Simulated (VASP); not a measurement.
Runs of VASP 6.6.1 on Te2Mo. The structure is that of space group P-3m1 (No. 164), or close to it. The cells are those of the table. 

```tsv
cell	gap on the mesh (eV)	largest force (eV/Å)
a = 3.518, b = 3.518, c = 14.974 Å, angles 90.0, 90.0, 120.0°, 6 atoms	0.96	0.22
a = 3.518, b = 3.518, c = 18.974 Å, angles 90.0, 90.0, 120.0°, 6 atoms	1.04	0.17
a = 3.518, b = 3.518, c = 16.974 Å, angles 90.0, 90.0, 120.0°, 6 atoms	1.04	0.17
a = 3.518, b = 3.518, c = 15.974 Å, angles 90.0, 90.0, 120.0°, 6 atoms	(a)	0.17
```

Alike in all rows: task single point; level PBE+D4; potentials or basis VASP PAW PBE potentials, release 64 (Te, Mo_sv); no spin polarisation; k mesh 6 × 6 × 2; cutoff (eV) 520; smearing methfessel-paxton 0.15 eV.

**Question.** Fill in the values left out.

**Answer.** (a) 1.02.

Caveats: spin-orbit coupling is left out, which moves the levels of the heavy elements.

A k mesh can miss the band edges, and the runs leave out spin-orbit coupling on Mo, Te.
